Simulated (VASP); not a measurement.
Wanted: the native input for a VASP 6.6.1 run.

| Quantity | Value |
| --- | --- |
| Task | single point |
| Functional | r2SCAN |
| Potentials or basis | VASP PAW PBE potentials, release 64 (Si, C) |
| Cutoff | 520 eV |
| k mesh | 2 × 2 × 2 |
| Occupations | fermi-dirac, width 0.05 eV |
| Spin | collinear spin, zero start |
| Starting moments | [0.0, 0.0, 0.0, 0.0, 0.0, 0.0, 0.0, 0.0, 0.0, 0.0, 0.0, 0.0, 0.0, 0.0, 0.0, 0.0, 0.0] μB |
| Dipole correction | no |
| Further INCAR settings | LREAL = Auto; ALGO = Normal; EDIFF = 1e-07; NBANDS = 52 |

System: Si16C (a cell with a defect).

```xyz
17
Lattice="0.0000 5.4300 5.4300 5.4300 0.0000 5.4300 5.4300 5.4300 0.0000" Properties=species:S:1:pos:R:3 pbc="T T T"
Si    0.0635    0.0210    0.0946
Si    1.4299    1.3698    1.4721
Si    2.9752    2.6816    0.0489
Si    4.0640    4.1593    1.2434
Si    2.8952   -0.0273    2.6810
Si    3.9001    1.1643    4.2779
Si    4.7697    2.6114    2.8341
Si    7.0021    3.8744    4.0347
Si    0.1421    2.7043    2.6311
Si    1.3612    4.0443    4.1786
Si    2.8973    5.4937    2.7910
Si    4.1671    6.7249    4.1777
Si    2.7232    2.7682    5.4700
Si    4.1938    4.1233    6.6351
Si    5.6236    5.3146    5.4308
Si    6.9349    6.8205    6.7929
C     6.5480    7.8355    8.4253
```

The input as run:

POSCAR

```
Si16C
1.0
    0.0000000000      5.4300000000      5.4300000000
    5.4300000000      0.0000000000      5.4300000000
    5.4300000000      5.4300000000      0.0000000000
Si C
16 1
Direct
    0.0047974217      0.0126243094     -0.0009300184
    0.1300184162      0.1410865562      0.1222467772
   -0.0225322284      0.0315377532      0.5163812155
    0.1232688766      0.1057182320      0.6427163904
   -0.0222375691      0.5159760589      0.0172099448
    0.1419981584      0.6458287293      0.0724217311
    0.0622283610      0.4597053407      0.4186924494
    0.0835174954      0.6595211786      0.6300000000
    0.4782044199      0.0063443831      0.0198250460
    0.6318324125      0.1377071823      0.1129742173
    0.4960773481      0.0179189687      0.5156537753
    0.6202117864      0.1491620626      0.6182596685
    0.5078268877      0.4995395948      0.0019705341
    0.6044751381      0.6174585635      0.1548802947
    0.4716206262      0.5285267035      0.5071270718
    0.6149631676      0.6360313076      0.6411141805
    0.8943646409      0.6572559853      0.5486372007
```

INCAR.step1

```
SYSTEM = Si16C
ALGO = Normal ; EDIFF = 1E-4
ENCUT = 520 ; GGA = PE
ISMEAR = -1 ; ISPIN = 2
LASPH = .TRUE. ; LCHARG = .FALSE.
LREAL = Auto ; LWAVE = .TRUE.
MAGMOM = 0 0 0 0 0 0 0 0 0 0 0 0 0 0 0 0 0 ; NBANDS = 52
NELM = 150 ; PREC = Accurate
SIGMA = 0.05
```

INCAR.step2

```
SYSTEM = Si16C
ALGO = Normal ; EDIFF = 1E-7
ENCUT = 520 ; ISIF = 2
ISMEAR = -1 ; ISPIN = 2
ISTART = 1 ; LASPH = .TRUE.
LCHARG = .FALSE. ; LMIXTAU = .TRUE.
LORBIT = 11 ; LREAL = Auto
LWAVE = .FALSE. ; MAGMOM = 0 0 0 0 0 0 0 0 0 0 0 0 0 0 0 0 0
METAGGA = R2SCAN ; NBANDS = 52
NELM = 150 ; PREC = Accurate
SIGMA = 0.05
```

KPOINTS

```
k-points
0
G
  2 2 2
  0 0 0
```

Potentials or basis: VASP PAW PBE potentials, release 64 (Si, C).

The run is started by

```bash
$ cat potpaw_PBE.64/Si/POTCAR potpaw_PBE.64/C/POTCAR > POTCAR
$ cp INCAR.step1 INCAR
$ mpirun -np 1 vasp_std > vasp.out
$ cp INCAR.step2 INCAR
$ mpirun -np 1 vasp_std > vasp.out
```

It gave:

```yaml
Pressure: 3.4 GPa
Largest_force: 2.851 eV/Å
Band_gap_on_the_k_mesh: zero (filled and empty bands overlap)
Net_moment: 0.00 μB per cell
Valence_electrons_inside_the_program's_atomic_spheres: Si 1.73, 1.72, 1.75, 1.77, 1.66, 1.71, 1.70, 1.69 (each value once); C 2.42
```

Caveat: the k points lie up to 0.50 Å⁻¹ apart, too coarse for converged energies and pressures of a metal; the PAW data sets were made with another functional, which shifts forces and pressure a little.

It took 13 min on 1 thread of AMD EPYC 9R45 96-Core Processor (Zen 5), on a shared host, peak memory 0.79 GiB.
